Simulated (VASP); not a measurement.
SbPt, 4 atoms in the cell. It takes space group P6_3/mmc (No. 194, hexagonal). The conventional cell has a = 4.211 Å, b = 4.211 Å, c = 5.579 Å, α = 90.00°, β = 90.00°, γ = 120.00°. Sb (site symmetry -6m2) has 6 Pt at 2.80 Å within 3.7 Å. Within 3.7 Å of Pt (site symmetry -3m) lie 2 Pt at 2.79 Å and 6 Sb at 2.80 Å.  This cell differs from its parent crystal: volume scaled by 1.06.

* Program: VASP 6.6.1
* Task: electric field gradients
* Functional: LDA
* Potentials or basis: VASP PAW LDA potentials, release 64 (Sb, Pt)
* Cutoff: 520 eV
* k mesh: 11 × 11 × 8
* Occupations: fermi-dirac, width 0.08 eV
* Spin: no spin polarisation
* Dipole correction: no
* Further INCAR settings: ALGO = Normal; EDIFF = 1e-08; NBANDS = 23

Potentials or basis: VASP PAW LDA potentials, release 64 (Sb, Pt).

Run with:

```sh
$ cat potpaw_LDA.64/Sb/POTCAR potpaw_LDA.64/Pt/POTCAR > POTCAR
$ mpirun -np 1 vasp_std > vasp.out
```

Hardware: 1 thread of Intel Xeon 6975P-C, with other jobs on the host.

**Question.** Estimate the wall time of this run.

**Answer.** Run time: 120 s on 1 thread of Intel Xeon 6975P-C, on a shared host, peak memory 0.27 GiB. Counts: scf iterations 14, k points 80.
